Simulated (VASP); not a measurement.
# Ti3Zn (R-3m) in VASP: a series of runs

Runs on Ti3Zn. Level: LDA. Tasks: single point.

Program: VASP 6.6.1. These are calculated values, not measurements. Logs are shortened: lines on timing, memory, paths and dates and some standing lists are left out, and cuts for length are marked.

### 1 The cell of the first run

It takes space group R-3m (No. 166, trigonal). Conventional cell: a = 5.478 Å, b = 5.478 Å, c = 6.532 Å, α = 90.00°, β = 90.00°, γ = 120.00°. Within 3.5 Å of Ti (site symmetry 2/m) lie 8 Ti at 2.69 to 2.74 Å and 4 Zn at 2.69 to 2.74 Å. Zn (site symmetry -3m) has 12 Ti at 2.69 to 2.74 Å within 3.5 Å.

### 2 Single point, LDA (14.14 Å³/atom)

INCAR

```
ALGO = Fast
EDIFF = 1E-6
ENCUT = 520
ISIF = 2
ISMEAR = 0
LASPH = T
LCHARG = T
LELF = T
LREAL = F
LVHAR = T
LWAVE = F
NBANDS = 32
NELM = 80
PREC = Accurate
SIGMA = 0.15
```

KPOINTS

```
k-points
0
Gamma
  12 12 12
```

POSCAR

```
Ti3Zn
1.0
    3.8392393183     -0.0340852563     -0.0340852563
   -0.0340852563      3.8392393183     -0.0340852563
   -0.0340852563     -0.0340852563      3.8392393183
Ti Zn
3 1
Direct
    0.0000000000      0.5000000000      0.5000000000
    0.5000000000      0.0000000000      0.5000000000
    0.5000000000      0.5000000000      0.0000000000
    0.0000000000      0.0000000000      0.0000000000
```

Potentials or basis: VASP PAW LDA potentials, release 64 (Ti_sv, Zn).

On the command line:

```
cat potpaw_LDA.64/Ti_sv/POTCAR potpaw_LDA.64/Zn/POTCAR > POTCAR
mpirun -np 1 vasp_std > vasp.out
```

OUTCAR:

```text
EDIFF = 1E-6
   ENCUT = 520
   ISIF = 2
   ISMEAR = 0
   LASPH = T
   LREAL = F
   NELM = 80
   PREC = Accurate

 ion  position               nearest neighbor table
   1  0.000  0.500  0.500-   2 2.69   3 2.69   4 2.69   4 2.69   3 2.69   2 2.69   4 2.74   3 2.74
                             2 2.74   3 2.74   4 2.74   2 2.74
   2  0.500  0.000  0.500-   1 2.69   3 2.69   4 2.69   3 2.69   4 2.69   1 2.69   3 2.74   3 2.74
                             1 2.74   4 2.74   4 2.74   1 2.74
   3  0.500  0.500  0.000-   1 2.69   2 2.69   4 2.69   2 2.69   1 2.69   4 2.69   4 2.74   1 2.74
                             1 2.74   4 2.74   2 2.74   2 2.74
   4  0.000  0.000  0.000-   1 2.69   2 2.69   3 2.69   1 2.69   2 2.69   3 2.69   3 2.74   1 2.74
                             2 2.74   3 2.74   2 2.74   1 2.74

  LATTYP: Found a trigonal (rhomboedric) cell.
 ALAT       =     3.8395419196
 COS(alpha) =    -0.0176746476

  Lattice vectors:

 A1 = (   3.8392393183,  -0.0340852563,  -0.0340852563)
 A2 = (  -0.0340852563,   3.8392393183,  -0.0340852563)
 A3 = (  -0.0340852563,  -0.0340852563,   3.8392393183)

Analysis of symmetry for initial positions (statically):
=====================================================================
 Subroutine PRICEL returns:
 Original cell was already a primitive cell.

 Routine SETGRP: Setting up the symmetry group for a
 trigonal (rhombohedral) supercell.

 Subroutine GETGRP returns: Found 12 space group operations
 (whereof 12 operations were pure point group operations)
 out of a pool of 12 trial point group operations.

The static configuration has the point symmetry D_3d.

Analysis of symmetry for dynamics (positions and initial velocities):
=====================================================================
 Subroutine PRICEL returns:
 Original cell was already a primitive cell.

 Routine SETGRP: Setting up the symmetry group for a
 trigonal (rhombohedral) supercell.

 Subroutine GETGRP returns: Found 12 space group operations
 (whereof 12 operations were pure point group operations)
 out of a pool of 12 trial point group operations.

The dynamic configuration has the point symmetry D_3d.

 Subroutine INISYM returns: Found 12 space group operations
 (whereof 12 operations are pure point group operations),
 and found     1 'primitive' translations

----------------------------------------------------------------------------------------

                                     Primitive cell

  volume of cell :      56.5760

  direct lattice vectors                    reciprocal lattice vectors
     3.839239318 -0.034085256 -0.034085256     0.260509699  0.002333556  0.002333556
    -0.034085256  3.839239318 -0.034085256     0.002333556  0.260509699  0.002333556
    -0.034085256 -0.034085256  3.839239318     0.002333556  0.002333556  0.260509699

  length of vectors
     3.839541920  3.839541920  3.839541920     0.260530601  0.260530601  0.260530601

  position of ions in fractional coordinates (direct lattice)
     1.000000000  0.500000000  0.500000000
     0.500000000  1.000000000  0.500000000
     0.500000000  0.500000000  1.000000000
     0.000000000  0.000000000  0.000000000

  ion indices of the primitive-cell ions
   primitive index   ion index
                 1           1
                 2           2
                 3           3
                 4           4

----------------------------------------------------------------------------------------

 KPOINTS: k-points

Automatic generation of k-mesh.
 Grid dimensions read from file:
 generate k-points for:   12   12   12

 Generating k-lattice:

  Cartesian coordinates                     Fractional coordinates (reciprocal lattice)
     0.021709142  0.000194463  0.000194463     0.083333333 -0.000000000 -0.000000000
     0.000194463  0.021709142  0.000194463    -0.000000000  0.083333333 -0.000000000
     0.000194463  0.000194463  0.021709142    -0.000000000 -0.000000000  0.083333333

  Length of vectors
     0.021710883  0.021710883  0.021710883

  Shift w.r.t. Gamma in fractional coordinates (k-lattice)
     0.000000000  0.000000000  0.000000000

 Subroutine IBZKPT returns following result:
 ===========================================

 Found    189 irreducible k-points:

 Following reciprocal coordinates:
            Coordinates               Weight
  0.000000  0.000000  0.000000      1.000000
  0.083333 -0.000000 -0.000000      6.000000
  0.166667 -0.000000 -0.000000      6.000000
  0.250000 -0.000000 -0.000000      6.000000
  0.333333 -0.000000 -0.000000      6.000000
  0.416667 -0.000000 -0.000000      6.000000
[... 16 lines left out ...]
  0.500000  0.166667 -0.000000     12.000000
 -0.416667  0.166667 -0.000000     12.000000
 [... further k-points ...]
   k-points           NKPTS =    189   k-points in BZ     NKDIM =    189   number of bands    NBANDS=     32
   number of dos      NEDOS =    301   number of ions     NIONS =      4
   total plane-waves  NPLWV =  27000
   dimension x,y,z NGX =    30 NGY =   30 NGZ =   30
   dimension x,y,z NGXF=    60 NGYF=   60 NGZF=   60
   ions per type =               3   1
   NGX,Y,Z   is equivalent  to a cutoff of  12.99, 12.99, 12.99 a.u.
   NGXF,Y,Z  is equivalent  to a cutoff of  25.98, 25.98, 25.98 a.u.
 SYSTEM =  unknown system
   PREC   = accura    normal or accurate (medium, high low for compatibility)
   ISTART =      0    job   : 0-new  1-cont  2-samecut
   ICHARG =      2    charge: 1-file 2-atom 10-const
   ISPIN  =      1    spin polarized calculation?
   LNONCOLLINEAR =      F non collinear calculations
   LSORBIT =      F    spin-orbit coupling
   LASPH  =      T    aspherical Exc in radial PAW
   ENCUT  =  520.0 eV  38.22 Ry    6.18 a.u.   7.14  7.14  7.14*2*pi/ulx,y,z
   NELM   =     80;   NELMIN=  2; NELMDL= -5     # of ELM steps
   EDIFF  = 0.1E-05   stopping-criterion for ELM
   LREAL  =      F    real-space projection
   EDIFFG = 0.1E-04   stopping-criterion for IOM
   NSW    =      0    number of steps for IOM
   IBRION =     -1    ionic relax: 0-MD 1-quasi-New 2-CG
   NFREE  =      0    steps in history (QN), initial steepest desc. (CG)
   ISIF   =      2    stress and relaxation
   ISYM   =      2    0-nonsym 1-usesym 2-fastsym
   POTIM  = 0.5000    time-step for ionic-motion
   TEBEG  =    0.0;   TEEND  =   0.0 temperature during run
   PSTRESS=    0.0 pullay stress
   NELECT =      48.0000    total number of electrons
   NUPDOWN=      -1.0000    fix difference up-down
   EMIN   =  10.00;   EMAX   =-10.00  energy-range for DOS
   EFERMI =   0.00;   METHOD = LEGACY
   ISMEAR =     0;   SIGMA  =   0.15  broadening in eV -4-tet -1-fermi 0-gaus
   EFERMI_NEDOS =   21; number of points for ismear=-14 and -15
   IALGO  =     68    algorithm
   IMIX   =      4    mixing-type and parameters
     AMIX     =   0.40;   BMIX     =  1.00
     AMIX_MAG =   1.60;   BMIX_MAG =  1.00
  volume/ion in A,a.u.               =      14.14        95.45
  Fermi-wavevector in a.u.,A,eV,Ry     =   1.549808  2.928712 32.679889  2.401904
  Thomas-Fermi vector in A             =   2.654562
   LORBIT       =      0    0 simple, 1 ext, 2 COOP (PROOUT), +10 PAW based schemes
   GGA     = CA    functional components
   LHFCALC =     F    Hartree Fock is set to
   AEXX    =    0.0000 exact exchange contribution
   IVDW    =     0    specifies the selected vdW correction
   LEPSILON=     F    determine dielectric tensor
   LRPA    =     F    only Hartree local field effects (RPA)
 non-spin polarized calculation
 RMM-DIIS sequential band-by-band and
 Gauss-broadening in eV      SIGMA  =   0.15
  energy-cutoff  :      520.00
  volume of cell :       56.58
 maximum number of plane-waves:      1545
 NGX is ok and might be reduce to    30
   NGX = 15   NGY = 15   NGZ = 15

 number of electron      48.0000003 magnetization

 Free energy of the ion-electron system (eV)
  ---------------------------------------------------
  ext. energy  EPLUGINS =         0.00000000
  ---------------------------------------------------
  free energy    TOTEN  =       -28.06130155 eV

  energy without entropy =      -28.01931698  energy(sigma->0) =      -28.04030927

 E-fermi :   8.3412     XC(G=0): -12.6908

 val. band max:        8.3411041876   @ k =   0.5000   0.3333   0.0833
 cond. band min:       8.3428444436   @ k =  -0.3333  -0.3333   0.1667
 fundamental gap:      0.0017402560
 Fermi energy:         8.3412473040

 k-point     1 :       0.0000    0.0000    0.0000
  band No.  band energies     occupation
      1     -47.3549      2.00000
      2     -47.0690      2.00000
      3     -47.0690      2.00000
      4     -24.3326      2.00000
      5     -24.3326      2.00000
      6     -24.2632      2.00000
[... 24 lines left out ...]
     31      12.0290      0.00000
     32      12.0290      0.00000

 k-point     2 :       0.0833   -0.0000   -0.0000
  band No.  band energies     occupation
      1     -47.3506      2.00000
      2     -47.0733      2.00000
      3     -47.0689      2.00000
      4     -24.3244      2.00000
      5     -24.3206      2.00000
      6     -24.2544      2.00000
[... 24 lines left out ...]
     31      11.9572      0.00000
     32      12.0279      0.00000

 k-point     3 :       0.1667   -0.0000   -0.0000
  band No.  band energies     occupation
      1     -47.3381      2.00000
      2     -47.0859      2.00000
      3     -47.0686      2.00000
      4     -24.3008      2.00000
      5     -24.2858      2.00000
      6     -24.2285      2.00000
[... 24 lines left out ...]
     31      11.7279      0.00000
     32      12.0171      0.00000

 k-point     4 :       0.2500   -0.0000   -0.0000
  band No.  band energies     occupation
      1     -47.3186      2.00000
      2     -47.1055      2.00000
      3     -47.0684      2.00000
      4     -24.2654      2.00000
      5     -24.2330      2.00000
      6     -24.1855      2.00000
[... 654 lines left out ...]
     31      11.0998      0.00000
     32      11.5036      0.00000

 k-point    23 :       0.5000    0.1667   -0.0000
  band No.  band energies     occupation
      1     -47.2468      2.00000
      2     -47.1642      2.00000
      3     -47.0803      2.00000
      4     -24.1757      2.00000
      5     -24.1002      2.00000
      6     -24.0881      2.00000
[... 24 lines left out ...]
     31      11.0446      0.00000
     32      11.3671      0.00000

 k-point    24 :      -0.4167    0.1667   -0.0000
  band No.  band energies     occupation
      1     -47.2599      2.00000
      2     -47.1509      2.00000
      3     -47.0805      2.00000
      4     -24.2184      2.00000
      5     -24.1258      2.00000
      6     -24.0545      2.00000
[... 24 lines left out ...]
     31      11.1434      0.00000
     32      11.5153      0.00000

 [... further k-points ...]

------------------------ aborting loop because EDIFF is reached ----------------------------------------

  FORCE on cell =-STRESS in cart. coord.  units (eV):
  Direction    XX          YY          ZZ          XY          YZ          ZX
  --------------------------------------------------------------------------------------
  -------------------------------------------------------------------------------------
  Total        2.8991230      2.8991230      2.8991230      0.5091822      0.5091822      0.5091822
  in kB       82.1003469     82.1003469     82.1003469     14.4195457     14.4195457     14.4195457
  external PRESSURE =      82.1003469 kB  Pullay stress =       0.0000000 kB

 VOLUME and BASIS-vectors are now :
 -----------------------------------------------------------------------------
  energy-cutoff  :      520.00
  volume of cell :       56.58
      direct lattice vectors                 reciprocal lattice vectors
     3.839239318 -0.034085256 -0.034085256     0.260509699  0.002333556  0.002333556
    -0.034085256  3.839239318 -0.034085256     0.002333556  0.260509699  0.002333556
    -0.034085256 -0.034085256  3.839239318     0.002333556  0.002333556  0.260509699

 POSITION                                       TOTAL-FORCE (eV/Angst)
 -----------------------------------------------------------------------------------
     -0.03409      1.90258      1.90258         0.000000      0.000000      0.000000
      1.90258     -0.03409      1.90258        -0.000000      0.000000     -0.000000
      1.90258      1.90258     -0.03409         0.000000     -0.000000     -0.000000
      0.00000      0.00000      0.00000        -0.000000      0.000000     -0.000000
 -----------------------------------------------------------------------------------
    total drift:                                0.000000      0.000000     -0.000000

  FREE ENERGIE OF THE ION-ELECTRON SYSTEM (eV)
  ---------------------------------------------------
  free  energy   TOTEN  =       -28.0613015534 eV

  energy  without entropy=      -28.0193169782  energy(sigma->0) =      -28.04030927
```

Wall time 6.6 min (1 thread of Intel Xeon 6975P-C (Granite Rapids), shared host); peak memory 0.37 GiB.

What came out:

```yaml
Free_energy: -28.0613 eV
Pressure: 8.2 GPa
Band_gap_on_the_k_mesh: zero (bands 24 and 25 overlap by 0.46 eV)
```

Stress tensor (GPa, compression positive):
```
8.21 1.44 1.44
1.44 8.21 1.44
1.44 1.44 8.21
```

Levels at points of the mesh, in eV from the Fermi level:
```csv
k point,band 20,band 21,band 22,band 23,band 24,band 25,band 26,band 27,band 28,band 29
"(0.00, 0.00, 0.00)",-1.18,-1.18,-1.15,-1.15,-1.04,2.37,2.37,2.42,2.47,2.47
"(0.50, 0.00, 0.00)",-2.18,-1.08,-0.97,-0.82,0.29,0.87,0.88,1.32,1.77,1.99
"(0.50, 0.50, 0.00)",-2.71,-1.33,-1.12,-0.30,-0.25,-0.11,1.06,1.08,1.89,2.03
"(0.50, 0.50, 0.50)",-1.75,-1.63,-0.19,-0.19,0.02,0.68,0.92,0.92,1.66,2.23
```

Caveat: the cell stands under pressure.

### 3 Single point, LDA (14.54 Å³/atom)

This run uses another cell than the first one, of 14.54 Å³/atom.

INCAR

```
SYSTEM = Ti3Zn
PREC = Accurate ; ENCUT = 520
EDIFF = 1E-6 ; ISMEAR = 0
SIGMA = 0.15 ; LREAL = .FALSE.
LASPH = .TRUE. ; NELM = 60
ALGO = Fast ; ISIF = 2
LWAVE = .FALSE. ; LCHARG = .FALSE.
GGA = CA ; NBANDS = 32
```

KPOINTS

```
Automatic mesh
0
G
  12 12 12
  0 0 0
```

POSCAR

```
Ti3Zn
1.0
    3.8750065129     -0.0344028020     -0.0344028020
   -0.0344028020      3.8750065129     -0.0344028020
   -0.0344028020     -0.0344028020      3.8750065129
Ti Zn
3 1
Direct
    0.0000000000      0.5000000000      0.5000000000
    0.5000000000      0.0000000000      0.5000000000
    0.5000000000      0.5000000000      0.0000000000
    0.0000000000      0.0000000000      0.0000000000
```

Potentials or basis: VASP PAW LDA potentials, release 64 (Ti_sv, Zn).

On the command line:

```
cat potpaw_LDA.64/Ti_sv/POTCAR potpaw_LDA.64/Zn/POTCAR > POTCAR
mpirun -np 1 vasp_std > vasp.out
```

Wall time 6.6 min (1 thread of Intel Xeon 6975P-C (Granite Rapids), shared host); peak memory 0.38 GiB.

It converged, with:

- Free energy: -28.1221 eV
- Pressure: 4.0 GPa
- Band gap on the k mesh: zero (bands 24 and 25 overlap by 0.44 eV)

Stress tensor (GPa, compression positive):
```
3.97 1.32 1.32
1.32 3.97 1.32
1.32 1.32 3.97
```

Levels at points of the mesh, in eV from the Fermi level:
```csv
k point,band 20,band 21,band 22,band 23,band 24,band 25,band 26,band 27,band 28,band 29
"(0.00, 0.00, 0.00)",-1.14,-1.14,-1.12,-1.12,-1.00,2.30,2.30,2.32,2.37,2.37
"(0.50, 0.00, 0.00)",-2.10,-1.04,-0.94,-0.78,0.28,0.83,0.84,1.28,1.72,1.94
"(0.50, 0.50, 0.00)",-2.69,-1.27,-1.15,-0.30,-0.22,-0.09,1.02,1.05,1.84,1.97
"(0.50, 0.50, 0.50)",-1.72,-1.61,-0.22,-0.22,-0.02,0.67,0.90,0.90,1.54,2.17
```

Caveat: the cell stands under pressure.
